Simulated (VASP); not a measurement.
## KCl: equation of state with PBEsol

KCl:

```
K Cl
1.0
     0.00000    3.14647    3.14647
     3.14647    0.00000    3.14647
     3.14647    3.14647    0.00000
K Cl
1 1
Cartesian
  0.0000 0.0000 0.0000
  3.1465 3.1465 3.1465
```

```
Program             : VASP 6.6.1
Task                : equation of state
Functional          : PBEsol
Potentials or basis : VASP PAW PBE potentials, release 64 (K_sv, Cl)
Cutoff              : 650 eV
k mesh              : 10 × 10 × 10
Occupations         : gaussian, width 0.03 eV
Spin                : no spin polarisation
```

```
Equilibrium volume                      : 30.57 Å³/atom
Bulk modulus                            : 18.4 GPa
Pressure derivative of the bulk modulus : 5.0
```

Energy against volume, from the lowest point:
```tsv
volume (Å³/atom)	energy (meV/atom)
28.347	10.53
29.282	3.15
30.216	0.00
31.151	0.38
32.085	3.69
33.020	9.44
33.954	17.23
```

Wall time 2.6 min on 1 thread of Intel(R) Xeon(R) 6975P-C (Granite Rapids), on a shared host, peak memory 0.26 GiB.

Caveat: the PAW data sets were made with another functional, which shifts forces and pressure a little.
